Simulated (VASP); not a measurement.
# SnO2 (R-3m) in VASP: notebook

SnO2 is run at these levels: r2SCAN; tasks: single point.

All numbers are computed with VASP 6.6.1; they aren't measurements. Logs are shortened: lines on timing, memory, paths and dates and some standing lists are left out, and cuts for length are marked.

## (1) The cell of the first run

It takes space group R-3m (No. 166, trigonal). Conventional cell: a = 3.212 Å, b = 3.212 Å, c = 14.305 Å, α = 90.00°, β = 90.00°, γ = 120.00°. Within 2.8 Å of Sn (site symmetry -3m) lie 6 O at 2.11 Å. Within 2.8 Å of O (site symmetry 3m) lie 3 Sn at 2.11 Å and 3 O at 2.74 Å.

## (2) Single point, r2SCAN

POSCAR

```
SnO2
1.0
    1.6062397745      0.9273629662      4.7683728710
   -1.6062397745      0.9273629662      4.7683728710
    0.0000000000     -1.8547259325      4.7683728710
Sn O
1 2
Direct
    0.5000000000      0.5000000000      0.5000000000
    0.7628300000      0.7628300000      0.7628300000
    0.2371700000      0.2371700000      0.2371700000
```

INCAR.step1

```
SYSTEM = SnO2
ALGO = Normal ; EDIFF = 1E-4
ENCUT = 520 ; GGA = PE
ISMEAR = -1 ; LASPH = .TRUE.
LCHARG = .FALSE. ; LREAL = .FALSE.
LWAVE = .TRUE. ; NBANDS = 20
NELM = 100 ; PREC = Accurate
SIGMA = 0.05
```

INCAR.step2

```
SYSTEM = SnO2
ALGO = Normal ; EDIFF = 1E-7
ENCUT = 520 ; ISIF = 2
ISMEAR = -1 ; ISTART = 1
LASPH = .TRUE. ; LCHARG = .FALSE.
LMIXTAU = .TRUE. ; LREAL = .FALSE.
LWAVE = .FALSE. ; METAGGA = R2SCAN
NBANDS = 20 ; NELM = 100
PREC = Accurate ; SIGMA = 0.05
```

KPOINTS

```
k-points
0
G
  10 10 10
  0 0 0
```

Potentials or basis: VASP PAW PBE potentials, release 64 (Sn_d, O).

Launch:

```bash
cat potpaw_PBE.64/Sn_d/POTCAR potpaw_PBE.64/O/POTCAR > POTCAR
cp INCAR.step1 INCAR
mpirun -np 1 vasp_std > vasp.out
cp INCAR.step2 INCAR
mpirun -np 1 vasp_std > vasp.out
```

OUTCAR:

```text
SYSTEM = SnO2
   EDIFF = 1E-7
   ENCUT = 520
   ISIF = 2
   ISMEAR = -1
   ISTART = 1
   LASPH = .TRUE.
   LREAL = .FALSE.
   METAGGA = R2SCAN
   NELM = 100
   PREC = Accurate

 ion  position               nearest neighbor table
   1  0.500  0.500  0.500-   3 2.11   3 2.11   2 2.11   2 2.11   3 2.11   2 2.11
   2  0.763  0.763  0.763-   1 2.11   1 2.11   1 2.11
   3  0.237  0.237  0.237-   1 2.11   1 2.11   1 2.11

  LATTYP: Found a trigonal (rhomboedric) cell.
 ALAT       =     5.1163842820
 COS(alpha) =     0.8028828391

  Lattice vectors:

 A1 = (   1.6062397745,   0.9273629662,   4.7683728710)
 A2 = (  -1.6062397745,   0.9273629662,   4.7683728710)
 A3 = (   0.0000000000,  -1.8547259325,   4.7683728710)

Analysis of symmetry for initial positions (statically):
=====================================================================
 Subroutine PRICEL returns:
 Original cell was already a primitive cell.

 Routine SETGRP: Setting up the symmetry group for a
 trigonal (rhombohedral) supercell.

 Subroutine GETGRP returns: Found 12 space group operations
 (whereof 12 operations were pure point group operations)
 out of a pool of 12 trial point group operations.

The static configuration has the point symmetry D_3d.

Analysis of symmetry for dynamics (positions and initial velocities):
=====================================================================
 Subroutine PRICEL returns:
 Original cell was already a primitive cell.

 Routine SETGRP: Setting up the symmetry group for a
 trigonal (rhombohedral) supercell.

 Subroutine GETGRP returns: Found 12 space group operations
 (whereof 12 operations were pure point group operations)
 out of a pool of 12 trial point group operations.

The dynamic configuration has the point symmetry D_3d.

 Subroutine INISYM returns: Found 12 space group operations
 (whereof 12 operations are pure point group operations),
 and found     1 'primitive' translations

----------------------------------------------------------------------------------------

                                     Primitive cell

  volume of cell :      42.6169

  direct lattice vectors                    reciprocal lattice vectors
     1.606239775  0.927362966  4.768372871     0.311286028  0.179721072  0.069905048
    -1.606239775  0.927362966  4.768372871    -0.311286028  0.179721072  0.069905048
     0.000000000 -1.854725933  4.768372871     0.000000000 -0.359442145  0.069905048

  length of vectors
     5.116384282  5.116384282  5.116384282     0.366176694  0.366176694  0.366176694

  position of ions in fractional coordinates (direct lattice)
     0.500000000  0.500000000  0.500000000
     0.762830000  0.762830000  0.762830000
     0.237170000  0.237170000  0.237170000

  ion indices of the primitive-cell ions
   primitive index   ion index
                 1           1
                 2           2
                 3           3

----------------------------------------------------------------------------------------

 KPOINTS: k-points

Automatic generation of k-mesh.
 Grid dimensions read from file:
 generate k-points for:   10   10   10

 Generating k-lattice:

  Cartesian coordinates                     Fractional coordinates (reciprocal lattice)
     0.031128603  0.017972107  0.006990505     0.100000000  0.000000000  0.000000000
    -0.031128603  0.017972107  0.006990505     0.000000000  0.100000000  0.000000000
     0.000000000 -0.035944214  0.006990505     0.000000000  0.000000000  0.100000000

  Length of vectors
     0.036617669  0.036617669  0.036617669

  Shift w.r.t. Gamma in fractional coordinates (k-lattice)
     0.000000000  0.000000000  0.000000000

 Subroutine IBZKPT returns following result:
 ===========================================

 Found    116 irreducible k-points:

 Following reciprocal coordinates:
            Coordinates               Weight
  0.000000  0.000000  0.000000      1.000000
  0.100000  0.000000  0.000000      6.000000
  0.200000  0.000000  0.000000      6.000000
  0.300000  0.000000  0.000000      6.000000
  0.400000  0.000000  0.000000      6.000000
  0.500000  0.000000  0.000000      3.000000
[... 16 lines left out ...]
  0.300000  0.300000  0.000000      6.000000
  0.400000  0.300000  0.000000     12.000000
 [... further k-points ...]
   k-points           NKPTS =    116   k-points in BZ     NKDIM =    116   number of bands    NBANDS=     20
   number of dos      NEDOS =    301   number of ions     NIONS =      3
   total plane-waves  NPLWV =  64000
   dimension x,y,z NGX =    40 NGY =   40 NGZ =   40
   dimension x,y,z NGXF=    80 NGYF=   80 NGZF=   80
   ions per type =               1   2
   NGX,Y,Z   is equivalent  to a cutoff of  13.00, 13.00, 13.00 a.u.
   NGXF,Y,Z  is equivalent  to a cutoff of  25.99, 25.99, 25.99 a.u.
 SYSTEM =  SnO2
   PREC   = accura    normal or accurate (medium, high low for compatibility)
   ISTART =      1    job   : 0-new  1-cont  2-samecut
   ICHARG =      0    charge: 1-file 2-atom 10-const
   ISPIN  =      1    spin polarized calculation?
   LNONCOLLINEAR =      F non collinear calculations
   LSORBIT =      F    spin-orbit coupling
   LASPH  =      T    aspherical Exc in radial PAW
   ENCUT  =  520.0 eV  38.22 Ry    6.18 a.u.   9.51  9.51  9.51*2*pi/ulx,y,z
   NELM   =    100;   NELMIN=  2; NELMDL=  0     # of ELM steps
   EDIFF  = 0.1E-06   stopping-criterion for ELM
   LREAL  =      F    real-space projection
   EDIFFG = 0.1E-05   stopping-criterion for IOM
   NSW    =      0    number of steps for IOM
   IBRION =     -1    ionic relax: 0-MD 1-quasi-New 2-CG
   NFREE  =      0    steps in history (QN), initial steepest desc. (CG)
   ISIF   =      2    stress and relaxation
   ISYM   =      2    0-nonsym 1-usesym 2-fastsym
   POTIM  = 0.5000    time-step for ionic-motion
   TEBEG  =    0.0;   TEEND  =   0.0 temperature during run
   PSTRESS=    0.0 pullay stress
   NELECT =      26.0000    total number of electrons
   NUPDOWN=      -1.0000    fix difference up-down
   EMIN   =  10.00;   EMAX   =-10.00  energy-range for DOS
   EFERMI =   0.00;   METHOD = LEGACY
   ISMEAR =    -1;   SIGMA  =   0.05  broadening in eV -4-tet -1-fermi 0-gaus
   EFERMI_NEDOS =   21; number of points for ismear=-14 and -15
   IALGO  =     38    algorithm
   IMIX   =      4    mixing-type and parameters
     AMIX     =   0.40;   BMIX     =  1.00
     AMIX_MAG =   1.60;   BMIX_MAG =  1.00
  volume/ion in A,a.u.               =      14.21        95.86
  Fermi-wavevector in a.u.,A,eV,Ry     =   1.388477  2.623841 26.230249  1.927869
  Thomas-Fermi vector in A             =   2.512600
   LORBIT       =      0    0 simple, 1 ext, 2 COOP (PROOUT), +10 PAW based schemes
   METAGGA = R2SCAN    functional components
   LHFCALC =     F    Hartree Fock is set to
   AEXX    =    0.0000 exact exchange contribution
   IVDW    =     0    specifies the selected vdW correction
   LEPSILON=     F    determine dielectric tensor
   LRPA    =     F    only Hartree local field effects (RPA)
 non-spin polarized calculation
  energy-cutoff  :      520.00
  volume of cell :       42.62
 maximum number of plane-waves:      1161
 NGX is ok and might be reduce to    40
   NGX = 19   NGY = 19   NGZ = 19

 number of electron      26.0000006 magnetization

 Free energy of the ion-electron system (eV)
  ---------------------------------------------------
  ext. energy  EPLUGINS =         0.00000000
  ---------------------------------------------------
  free energy    TOTEN  =       -41.64819621 eV

  energy without entropy =      -41.64819621  energy(sigma->0) =      -41.64819621

 E-fermi :   4.2183     XC(G=0): -10.8019

 val. band max:        3.0767364343   @ k =  -0.2000   0.2000   0.0000
 cond. band min:       5.6490825305   @ k =   0.0000   0.0000   0.0000
 fundamental gap:      2.5723460962
 Fermi energy:         4.2183399949

 k-point     1 :       0.0000    0.0000    0.0000
  band No.  band energies     occupation
      1     -17.5025      2.00000
      2     -17.2253      2.00000
      3     -17.2253      2.00000
      4     -16.9909      2.00000
      5     -16.9909      2.00000
      6     -15.7758      2.00000
[... 12 lines left out ...]
     19      21.2997      0.00000
     20      21.3001      0.00000

 k-point     2 :       0.1000    0.0000    0.0000
  band No.  band energies     occupation
      1     -17.4579      2.00000
      2     -17.3282      2.00000
      3     -17.2047      2.00000
      4     -17.0116      2.00000
      5     -16.9904      2.00000
      6     -15.7186      2.00000
[... 12 lines left out ...]
     19      19.3478      0.00000
     20      21.3536      0.00000

 k-point     3 :       0.2000    0.0000    0.0000
  band No.  band energies     occupation
      1     -17.6391      2.00000
      2     -17.2871      2.00000
      3     -17.1588      2.00000
      4     -17.0407      2.00000
      5     -16.9800      2.00000
      6     -15.5305      2.00000
[... 12 lines left out ...]
     19      17.8690      0.00000
     20      21.5924      0.00000

 k-point     4 :       0.3000    0.0000    0.0000
  band No.  band energies     occupation
      1     -17.9294      2.00000
      2     -17.1636      2.00000
      3     -17.1271      2.00000
      4     -17.0433      2.00000
      5     -16.9404      2.00000
      6     -15.2167      2.00000
[... 12 lines left out ...]
     19      17.0184      0.00000
     20      20.0665      0.00000

 k-point     5 :       0.4000    0.0000    0.0000
  band No.  band energies     occupation
      1     -18.1353      2.00000
      2     -17.1408      2.00000
      3     -17.1207      2.00000
      4     -16.9831      2.00000
      5     -16.8877      2.00000
      6     -14.8804      2.00000
[... 12 lines left out ...]
     19      16.9793      0.00000
     20      18.4053      0.00000

 k-point     6 :       0.5000    0.0000    0.0000
  band No.  band energies     occupation
      1     -18.2085      2.00000
      2     -17.1442      2.00000
      3     -17.1211      2.00000
      4     -16.9520      2.00000
      5     -16.8644      2.00000
      6     -14.7262      2.00000
[... 12 lines left out ...]
     19      17.1648      0.00000
     20      17.4726      0.00000

 k-point     7 :       0.1000    0.1000    0.0000
  band No.  band energies     occupation
      1     -17.4574      2.00000
      2     -17.3284      2.00000
      3     -17.2046      2.00000
      4     -17.0117      2.00000
      5     -16.9903      2.00000
      6     -15.7164      2.00000
[... 12 lines left out ...]
     19      19.2793      0.00000
     20      21.3998      0.00000
[... 277 lines left out ...]
 k-point    20 :      -0.4000    0.2000    0.0000
  band No.  band energies     occupation
      1     -18.0370      2.00000
      2     -17.4716      2.00000
      3     -17.0863      2.00000
      4     -16.9656      2.00000
      5     -16.9504      2.00000
      6     -14.1009      2.00000
[... 12 lines left out ...]
     19      17.2806      0.00000
     20      18.5439      0.00000

 k-point    21 :      -0.3000    0.2000    0.0000
  band No.  band energies     occupation
      1     -17.9983      2.00000
      2     -17.4536      2.00000
      3     -17.0795      2.00000
      4     -17.0147      2.00000
      5     -16.9190      2.00000
      6     -14.3678      2.00000
[... 12 lines left out ...]
     19      17.4722      0.00000
     20      18.2027      0.00000

 k-point    22 :      -0.2000    0.2000    0.0000
  band No.  band energies     occupation
      1     -17.9014      2.00000
      2     -17.3974      2.00000
      3     -17.0644      2.00000
      4     -17.0613      2.00000
      5     -16.9190      2.00000
      6     -14.8681      2.00000
[... 12 lines left out ...]
     19      17.6532      0.00000
     20      18.9250      0.00000

 k-point    23 :       0.3000    0.3000    0.0000
  band No.  band energies     occupation
      1     -17.9266      2.00000
      2     -17.1632      2.00000
      3     -17.1267      2.00000
      4     -17.0438      2.00000
      5     -16.9404      2.00000
      6     -15.2223      2.00000
[... 12 lines left out ...]
     19      16.6736      0.00000
     20      22.1992      0.00000

 k-point    24 :       0.4000    0.3000    0.0000
  band No.  band energies     occupation
      1     -18.0116      2.00000
      2     -17.2525      2.00000
      3     -17.1070      2.00000
      4     -17.0183      2.00000
      5     -16.9119      2.00000
      6     -14.9064      2.00000
[... 12 lines left out ...]
     19      17.3033      0.00000
     20      21.0587      0.00000

 [... further k-points ...]
[... 5 lines left out ...]
  --------------------------------------------------------------------------------------
  -------------------------------------------------------------------------------------
  Total       -0.7804470     -0.7804470     -1.0731708      0.0000000      0.0000000      0.0000000
  in kB      -29.3408296    -29.3408296    -40.3457565      0.0000000      0.0000000      0.0000000
  external PRESSURE =     -33.0091385 kB  Pullay stress =       0.0000000 kB

 VOLUME and BASIS-vectors are now :
 -----------------------------------------------------------------------------
  energy-cutoff  :      520.00
  volume of cell :       42.62
      direct lattice vectors                 reciprocal lattice vectors
     1.606239775  0.927362966  4.768372871     0.311286028  0.179721072  0.069905048
    -1.606239775  0.927362966  4.768372871    -0.311286028  0.179721072  0.069905048
     0.000000000 -1.854725933  4.768372871     0.000000000 -0.359442145  0.069905048

 POSITION                                       TOTAL-FORCE (eV/Angst)
 -----------------------------------------------------------------------------------
      0.00000     -0.00000      7.15256         0.000000     -0.000000      0.000000
      0.00000     -0.00000     10.91237        -0.000000     -0.000000      0.332444
      0.00000     -0.00000      3.39274        -0.000000      0.000000     -0.332444
 -----------------------------------------------------------------------------------
    total drift:                                0.000000      0.000000      0.000000

  FREE ENERGIE OF THE ION-ELECTRON SYSTEM (eV)
  ---------------------------------------------------
  free  energy   TOTEN  =       -41.6481962106 eV

  energy  without entropy=      -41.6481962105  energy(sigma->0) =      -41.64819621
```

Wall time 8.6 min (1 thread of AMD EPYC 9R45 (Zen 5), shared host); peak memory 0.28 GiB.

Results:

| Quantity | Value |
| --- | --- |
| Free energy | -41.6482 eV |
| Pressure | -3.3 GPa |
| Largest force | 0.332 eV/Å |
| Band gap on the k mesh | 2.57 eV (least direct gap 2.71 eV) |

Forces on the atoms (eV/Å):
```
Sn   0.000  0.000  0.000
O    0.000  0.000  0.332
O    0.000  0.000 -0.332
```

Levels at points of the mesh, in eV from the valence-band top:
| k point | band 9 | band 10 | band 11 | band 12 | band 13 | band 14 | band 15 | band 16 | band 17 | band 18 |
| --- | --- | --- | --- | --- | --- | --- | --- | --- | --- | --- |
| (0.00, 0.00, 0.00) | -1.28 | -1.28 | -0.89 | -0.89 | -0.13 | 2.57 | 6.53 | 12.15 | 12.15 | 12.56 |
| (0.50, 0.00, 0.00) | -4.22 | -3.00 | -1.50 | -0.58 | -0.57 | 6.20 | 8.62 | 11.04 | 13.27 | 14.01 |
| (0.50, 0.50, 0.00) | -4.46 | -3.10 | -1.17 | -0.42 | -0.02 | 5.90 | 7.78 | 11.86 | 12.08 | 13.42 |
| (0.50, 0.50, 0.50) | -1.35 | -1.35 | -1.31 | -0.83 | -0.83 | 3.85 | 6.43 | 12.35 | 12.35 | 12.93 |

Caveat: the cell stands under tension; the PAW data sets were made with another functional, which shifts forces and pressure a little; spin-orbit coupling is left out, which moves the levels of the heavy elements.

## (3) Single point, r2SCAN

This run uses another cell than the first one, of 14.50 Å³/atom.

POSCAR

```
SnO2
1.0
    1.6170930752      0.9336291223      4.8005925840
   -1.6170930752      0.9336291223      4.8005925840
    0.0000000000     -1.8672582446      4.8005925840
Sn O
1 2
Direct
    0.5000000000      0.5000000000      0.5000000000
    0.7628300000      0.7628300000      0.7628300000
    0.2371700000      0.2371700000      0.2371700000
```

INCAR.step1

```
SYSTEM = SnO2
PREC = Accurate
ENCUT = 520
ISMEAR = -1
SIGMA = 0.05
LREAL = .False.
LASPH = .True.
NELM = 80
NBANDS = 20
GGA = PE
ALGO = Normal
EDIFF = 1E-4
LWAVE = .True.
LCHARG = .False.
```

INCAR.step2

```
SYSTEM = SnO2
PREC = Accurate
ENCUT = 520
EDIFF = 1E-6
ISMEAR = -1
SIGMA = 0.05
LREAL = .False.
LASPH = .True.
NELM = 80
ALGO = Normal
ISIF = 2
LWAVE = .False.
LCHARG = .False.
METAGGA = R2SCAN
LMIXTAU = .True.
NBANDS = 20
ISTART = 1
```

KPOINTS

```
regular mesh
0
Gamma
  10 10 10
  0 0 0
```

Potentials or basis: VASP PAW PBE potentials, release 64 (Sn_d, O).

Launch:

```bash
cat potpaw_PBE.64/Sn_d/POTCAR potpaw_PBE.64/O/POTCAR > POTCAR
cp INCAR.step1 INCAR
mpirun -np 1 vasp_std > vasp.out
cp INCAR.step2 INCAR
mpirun -np 1 vasp_std > vasp.out
```

Wall time 7.4 min (1 thread of AMD EPYC 9R45 (Zen 5), shared host); peak memory 0.29 GiB.

Results (log left out):

```yaml
Free_energy: -41.6233 eV
Pressure: -6.3 GPa
Largest_force: 0.553 eV/Å
Band_gap_on_the_k_mesh: 2.43 eV (least direct gap 2.54 eV)
```

Forces in eV/Å, atoms in the order of the input:
```
Sn   0.000  0.000  0.000
O    0.000  0.000  0.553
O    0.000  0.000 -0.553
```

Stress tensor (GPa, compression positive):
```
-6.52  0.00  0.00
 0.00 -6.52  0.00
 0.00  0.00 -5.75
```

Levels at points of the mesh, in eV from the valence-band top:
```csv
k point,band 10,band 11,band 12,band 13,band 14,band 15,band 16,band 17
"(0.00, 0.00, 0.00)",-1.26,-0.89,-0.89,-0.12,2.43,6.42,11.95,11.95
"(0.50, 0.00, 0.00)",-2.94,-1.47,-0.57,-0.56,5.98,8.48,10.89,13.14
"(0.50, 0.50, 0.00)",-3.04,-1.15,-0.43,-0.02,5.70,7.65,11.65,11.97
"(0.50, 0.50, 0.50)",-1.33,-1.25,-0.84,-0.84,3.68,6.30,12.14,12.14
```

Caveat: the cell stands under tension; the PAW data sets were made with another functional, which shifts forces and pressure a little; spin-orbit coupling is left out, which moves the levels of the heavy elements. A k mesh can miss the band edges.
